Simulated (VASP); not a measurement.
# Cr (Im-3m) in VASP: further runs

The runs below take Cr through single point, relaxation of cell and atoms, with r2SCAN.

Program: VASP 6.6.1. These are calculated values, not measurements. Logs are shortened: lines on timing, memory, paths and dates and some standing lists are left out, and cuts for length are marked.

## 1. The cell of the first run

The structure is cubic, space group Im-3m (No. 229). The conventional cell has a = 2.830 Å, b = 2.830 Å, c = 2.830 Å, α = 90.00°, β = 90.00°, γ = 90.00°. Within 3.2 Å of Cr (site symmetry m-3m) lie 14 Cr at 2.45 to 2.83 Å.

## 2. Single point, r2SCAN, collinear spin, ferromagnetic start

File POSCAR:

```
Cr
1.0
   -1.4149262382      1.4149262382      1.4149262382
    1.4149262382     -1.4149262382      1.4149262382
    1.4149262382      1.4149262382     -1.4149262382
Cr
1
Direct
    0.0000000000      0.0000000000      0.0000000000
```

File INCAR.step1:

```
SYSTEM = Cr
PREC = Accurate
ENCUT = 520
ISMEAR = 1
SIGMA = 0.02
LREAL = .False.
LASPH = .True.
NELM = 150
ISPIN = 2
MAGMOM = 3
LMAXMIX = 4
NBANDS = 16
GGA = PE
ALGO = Normal
EDIFF = 1E-4
LWAVE = .True.
LCHARG = .False.
```

File INCAR.step2:

```
SYSTEM = Cr
PREC = Accurate
ENCUT = 520
EDIFF = 1E-7
ISMEAR = 1
SIGMA = 0.02
LREAL = .False.
LASPH = .True.
NELM = 150
ALGO = Normal
ISIF = 2
LWAVE = .False.
LCHARG = .True.
ISPIN = 2
MAGMOM = 3
LORBIT = 11
LMAXMIX = 4
METAGGA = R2SCAN
LMIXTAU = .True.
LELF = .True.
LVHAR = .True.
NBANDS = 16
ISTART = 1
```

File KPOINTS:

```
regular mesh
0
Gamma
  11 11 11
  0 0 0
```

Potentials or basis: VASP PAW PBE potentials, release 64 (Cr_pv).

Launch:

```
$ cat potpaw_PBE.64/Cr_pv/POTCAR > POTCAR
$ cp INCAR.step1 INCAR
$ mpirun -np 1 vasp_std > vasp.out
$ cp INCAR.step2 INCAR
$ mpirun -np 1 vasp_std > vasp.out
```

OUTCAR:

```text
SYSTEM = Cr
   PREC = Accurate
   ENCUT = 520
   EDIFF = 1E-7
   ISMEAR = 1
   LREAL = .False.
   LASPH = .True.
   NELM = 150
   ISIF = 2
   ISPIN = 2
   LORBIT = 11
   METAGGA = R2SCAN
   ISTART = 1

 ion  position               nearest neighbor table
   1  0.000  0.000  0.000-

  LATTYP: Found a body centered cubic cell.
 ALAT       =     2.8298524764

  Lattice vectors:

 A1 = (  -1.4149262382,   1.4149262382,   1.4149262382)
 A2 = (   1.4149262382,  -1.4149262382,   1.4149262382)
 A3 = (   1.4149262382,   1.4149262382,  -1.4149262382)

Analysis of symmetry for initial positions (statically):
=====================================================================
 Subroutine PRICEL returns:
 Original cell was already a primitive cell.

 Routine SETGRP: Setting up the symmetry group for a
 body centered cubic supercell.

 Subroutine GETGRP returns: Found 48 space group operations
 (whereof 48 operations were pure point group operations)
 out of a pool of 48 trial point group operations.

The static configuration has the point symmetry O_h .

Analysis of symmetry for dynamics (positions and initial velocities):
=====================================================================
 Subroutine PRICEL returns:
 Original cell was already a primitive cell.

 Routine SETGRP: Setting up the symmetry group for a
 body centered cubic supercell.

 Subroutine GETGRP returns: Found 48 space group operations
 (whereof 48 operations were pure point group operations)
 out of a pool of 48 trial point group operations.

The dynamic configuration has the point symmetry O_h .

Analysis of structural, dynamic, and magnetic symmetry:
=====================================================================
 Subroutine PRICEL returns:
 Original cell was already a primitive cell.

 Routine SETGRP: Setting up the symmetry group for a
 body centered cubic supercell.

 Subroutine GETGRP returns: Found 48 space group operations
 (whereof 48 operations were pure point group operations)
 out of a pool of 48 trial point group operations.

The overall configuration has the point symmetry O_h .

 Subroutine INISYM returns: Found 48 space group operations
 (whereof 48 operations are pure point group operations),
 and found     1 'primitive' translations

----------------------------------------------------------------------------------------

                                     Primitive cell

[... 104 lines left out ...]
   EFERMI_NEDOS =   21; number of points for ismear=-14 and -15
   IALGO  =     38    algorithm
   IMIX   =      4    mixing-type and parameters
     AMIX     =   0.40;   BMIX     =  1.00
     AMIX_MAG =   1.60;   BMIX_MAG =  1.00
  volume/ion in A,a.u.               =      11.33        76.46
  Fermi-wavevector in a.u.,A,eV,Ry     =   1.668712  3.153409 37.886790  2.784601
  Thomas-Fermi vector in A             =   2.754512
   LORBIT       =     11    0 simple, 1 ext, 2 COOP (PROOUT), +10 PAW based schemes
   METAGGA = R2SCAN    functional components
   LHFCALC =     F    Hartree Fock is set to
   AEXX    =    0.0000 exact exchange contribution
   IVDW    =     0    specifies the selected vdW correction
   LEPSILON=     F    determine dielectric tensor
   LRPA    =     F    only Hartree local field effects (RPA)
 spin polarized calculation
 Methfessel and Paxton  Order N= 1 SIGMA  =   0.02
  energy-cutoff  :      520.00
  volume of cell :       11.33
 maximum number of plane-waves:       321
   NGX =  9   NGY =  9   NGZ =  9

 number of electron      12.0000006 magnetization      -0.0000009

 number of electron      12.0000006 magnetization       0.0000003

 Free energy of the ion-electron system (eV)
  ---------------------------------------------------
  ext. energy  EPLUGINS =         0.00000000
  ---------------------------------------------------
  free energy    TOTEN  =       -14.79578601 eV

  energy without entropy =      -14.79583281  energy(sigma->0) =      -14.79580161

 E-fermi :  11.1660     XC(G=0): -15.1102

 val. band max:       11.1268878862   @ k =  -0.1818   0.1818   0.0909
 cond. band min:      11.1756509489   @ k =  -0.1818   0.1818   0.1818
 fundamental gap:      0.0487630627
 Fermi energy:        11.1659672975

 spin component 1

 k-point     1 :       0.0000    0.0000    0.0000
  band No.  band energies     occupation
      1     -33.0985      1.00000
      2     -33.0985      1.00000
      3     -33.0985      1.00000
      4       2.7045      1.00000
      5      10.2133      1.00000
      6      10.2133      1.00000
[... 435 lines left out ...]
      5       8.4374      1.00000
      6       9.8402      1.00000
[... 8 lines left out ...]
     15      45.0129      0.00000
     16      48.2121      0.00000

 [... further k-points ...]

 spin component 2

 k-point     1 :       0.0000    0.0000    0.0000
  band No.  band energies     occupation
      1     -33.0985      1.00000
      2     -33.0985      1.00000
      3     -33.0985      1.00000
      4       2.7045      1.00000
      5      10.2133      1.00000
      6      10.2133      1.00000
[... 435 lines left out ...]
      5       8.4374      1.00000
      6       9.8402      1.00000
[... 8 lines left out ...]
     15      45.0129      0.00000
     16      48.2121      0.00000

 [... further k-points ...]

------------------------ aborting loop because EDIFF is reached ----------------------------------------

  FORCE on cell =-STRESS in cart. coord.  units (eV):
  Direction    XX          YY          ZZ          XY          YZ          ZX
  --------------------------------------------------------------------------------------
  -------------------------------------------------------------------------------------
  Total        0.0442397      0.0442397      0.0442397      0.0000000      0.0000000     -0.0000000
  in kB        6.2554834      6.2554834      6.2554834      0.0000000      0.0000000     -0.0000000
  external PRESSURE =       6.2554834 kB  Pullay stress =       0.0000000 kB

 VOLUME and BASIS-vectors are now :
 -----------------------------------------------------------------------------
  energy-cutoff  :      520.00
  volume of cell :       11.33
      direct lattice vectors                 reciprocal lattice vectors
    -1.414926238  1.414926238  1.414926238     0.000000000  0.353375311  0.353375311
     1.414926238 -1.414926238  1.414926238     0.353375311  0.000000000  0.353375311
     1.414926238  1.414926238 -1.414926238     0.353375311  0.353375311  0.000000000

 POSITION                                       TOTAL-FORCE (eV/Angst)
 -----------------------------------------------------------------------------------
      0.00000      0.00000      0.00000         0.000000     -0.000000     -0.000000
 -----------------------------------------------------------------------------------
    total drift:                                0.000000     -0.000000      0.000000

  FREE ENERGIE OF THE ION-ELECTRON SYSTEM (eV)
  ---------------------------------------------------
  free  energy   TOTEN  =       -14.7957860054 eV

  energy  without entropy=      -14.7958328136  energy(sigma->0) =      -14.79580161

 total charge

# of ion       s       p       d       tot
------------------------------------------
    1        0.692   6.435   4.195  11.322

 magnetization (x)

# of ion       s       p       d       tot
------------------------------------------
    1        0.000  -0.000   0.000   0.000
```

OSZICAR.step1:

```text
N       E                     dE             d eps       ncg     rms          rms(c)
DAV:   1     0.790618901099E+02    0.79062E+02   -0.61361E+03  3664   0.860E+02
DAV:   2    -0.823239749580E+01   -0.87294E+02   -0.82959E+02  3856   0.245E+02
DAV:   3    -0.962674543364E+01   -0.13943E+01   -0.13913E+01  3936   0.342E+01
DAV:   4    -0.963110592822E+01   -0.43605E-02   -0.43604E-02  4312   0.190E+00
DAV:   5    -0.963113611115E+01   -0.30183E-04   -0.30184E-04  3976   0.142E-01    0.189E+01
DAV:   6    -0.945289182823E+01    0.17824E+00   -0.19532E+00  3744   0.250E+01    0.408E+00
DAV:   7    -0.949887087382E+01   -0.45979E-01   -0.14518E-01  3784   0.296E+00    0.240E+00
DAV:   8    -0.950356032879E+01   -0.46895E-02   -0.64281E-03  3824   0.892E-01    0.932E-01
DAV:   9    -0.949974056805E+01    0.38198E-02   -0.15684E-03  4040   0.449E-01    0.279E-01
DAV:  10    -0.949996498121E+01   -0.22441E-03   -0.35470E-04  3872   0.155E-01    0.674E-02
DAV:  11    -0.949997696265E+01   -0.11981E-04   -0.96484E-06  1968   0.311E-02
   1 F= -.94999770E+01 E0= -.95000123E+01  d E =0.106143E-03  mag=     0.0012
```

Wall time 2.2 min (1 thread of Oxide Virtual Turin-like, shared host); peak memory 0.1 GiB.

Results:

| Property | Result |
| --- | --- |
| Free energy | -14.7958 eV |
| Pressure | 0.6 GPa |
| Band gap on the k mesh | zero (filled and empty bands overlap) |
| Net moment | 0.00 μB per cell |
| Valence electrons inside the program's atomic spheres | Cr 11.32 |

Caveat: the moments typed at the start vanished in this run; the PAW data sets were made with another functional, which shifts forces and pressure a little.

## 3. Relaxation of cell and atoms, r2SCAN, collinear spin, ferromagnetic start

This run uses another cell than the first one, of 11.99 Å³/atom.

File POSCAR:

```
Cr
1.0
   -1.4419500000      1.4419500000      1.4419500000
    1.4419500000     -1.4419500000      1.4419500000
    1.4419500000      1.4419500000     -1.4419500000
Cr
1
Direct
    0.0000000000      0.0000000000      0.0000000000
```

File INCAR.step1:

```
SYSTEM = Cr
ALGO = Normal ; EDIFF = 1E-4
ENCUT = 600 ; GGA = PE
ISMEAR = 1 ; ISPIN = 2
LASPH = .TRUE. ; LCHARG = .FALSE.
LMAXMIX = 4 ; LREAL = .FALSE.
LWAVE = .TRUE. ; MAGMOM = 3
NELM = 150 ; PREC = Accurate
SIGMA = 0.02
```

File INCAR.step2:

```
SYSTEM = Cr
ALGO = Normal ; EDIFF = 1E-7
EDIFFG = -0.01 ; ENCUT = 600
IBRION = 2 ; ISIF = 3
ISMEAR = 1 ; ISPIN = 2
ISTART = 1 ; LASPH = .TRUE.
LCHARG = .FALSE. ; LMAXMIX = 4
LMIXTAU = .TRUE. ; LORBIT = 11
LREAL = .FALSE. ; LWAVE = .FALSE.
MAGMOM = 3 ; METAGGA = R2SCAN
NELM = 150 ; NSW = 60
PREC = Accurate ; SIGMA = 0.02
```

File KPOINTS:

```
k-points
0
G
  11 11 11
  0 0 0
```

Potentials or basis: VASP PAW PBE potentials, release 64 (Cr_pv).

Launch:

```
$ cat potpaw_PBE.64/Cr_pv/POTCAR > POTCAR
$ cp INCAR.step1 INCAR
$ mpirun -np 1 vasp_std > vasp.out
$ cp INCAR.step2 INCAR
$ mpirun -np 1 vasp_std > vasp.out
```

Wall time 3.4 min (1 thread of Oxide Virtual Turin-like, shared host); peak memory 0.12 GiB.

The run converged. Its results:

| Quantity | Value |
| --- | --- |
| Free energy | -14.7969 eV |
| Relaxed volume | 11.35 Å³/atom |
| Relaxed cell | a = 2.452 Å, b = 2.452 Å, c = 2.452 Å, α = 109.47°, β = 109.47°, γ = 109.47° |
| Space group after relaxing (to 0.1 Å) | Im-3m (No. 229) |
| Energy gained by relaxing | 29.1 meV/atom |
| Ionic steps | 4 |
| Pressure after relaxing | -0.1 GPa |
| Band gap on the k mesh | zero (filled and empty bands overlap) |
| Net moment | 0.00 μB per cell |
| Valence electrons inside the program's atomic spheres | Cr 11.32 |

The path:
```csv
step,energy change (eV),largest force (eV/Å),pressure (GPa),volume (Å³)
1,0.0000,0.0000,-13.75,11.99
2,0.0729,0.0000,33.75,10.29
3,-0.0291,0.0000,-0.45,11.37
4,-0.0291,0.0000,-0.06,11.35
```

Final structure:
```
Cr
1.0
    -1.41575    1.41575    1.41575
     1.41575   -1.41575    1.41575
     1.41575    1.41575   -1.41575
Cr
1
Direct
  0.00000 0.00000 0.00000
```

Levels at points of the mesh, in eV from the Fermi level:
Spin up:
```
           k point  band 4  band 5  band 6  band 7  band 8  band 9
(0.00, 0.00, 0.00)   -8.46   -0.95   -0.95   -0.95    1.48    1.48
```
Spin down:
```tsv
k point	band 3	band 4	band 5	band 6	band 7	band 8	band 9	band 10
(0.00, 0.00, 0.00)	-44.27	-8.46	-0.95	-0.95	-0.95	1.48	1.48	3.27
```

Caveat: the moments typed at the start vanished in this run; the PAW data sets were made with another functional, which shifts forces and pressure a little.

The gap in the log of VASP goes by the Fermi energy; the results here count the filled bands.